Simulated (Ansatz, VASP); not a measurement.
# Ag3Cl2: VASP beside Ansatz

```
Ag Cl
1.0
     5.38473    0.00000    0.00000
    -2.69237    4.66332    0.00000
     0.00000    0.00000    7.55676
Ag Cl
3 2
Direct
  0.50000 0.00000 0.50000
  0.00000 0.50000 0.50000
  0.50000 0.50000 0.50000
  0.00000 0.00000 0.29037
  0.00000 0.00000 0.70963
```

Alike in both runs: functional PBE; k mesh 6 × 6 × 4; occupations gaussian, width 0.1 eV; no spin polarisation.

Ansatz relaxed the structure, and its values are those at the end. VASP's run is a single point on that final structure, the one shown.

|  | VASP | Ansatz |
| --- | --- | --- |
| version | VASP 6.6.1 | Ansatz 0.2.0 |
| potentials or method | VASP PAW PBE potentials, release 64 (Ag, Cl), cutoff 520 eV | scalar-relativistic, plane waves, PAW |
| valence electrons in the cell | 47 | 71 |

```tsv
	VASP	Ansatz	Ansatz less VASP
gap on the k mesh at the Fermi level (eV)	none	none	-
pressure (GPa)	-0.1	0.0	+0.06
rms of the force components (eV/Å)	0.004	0.003	-0.0014
```

A gap of «none» marks a metal or a gap that the smearing closes. With one functional, cell and mesh, what is left measures potentials, basis and numerics. VASP's potentials hold 47 valence electrons a cell and Ansatz's 71, so a difference there can come from the potentials and not from the codes.
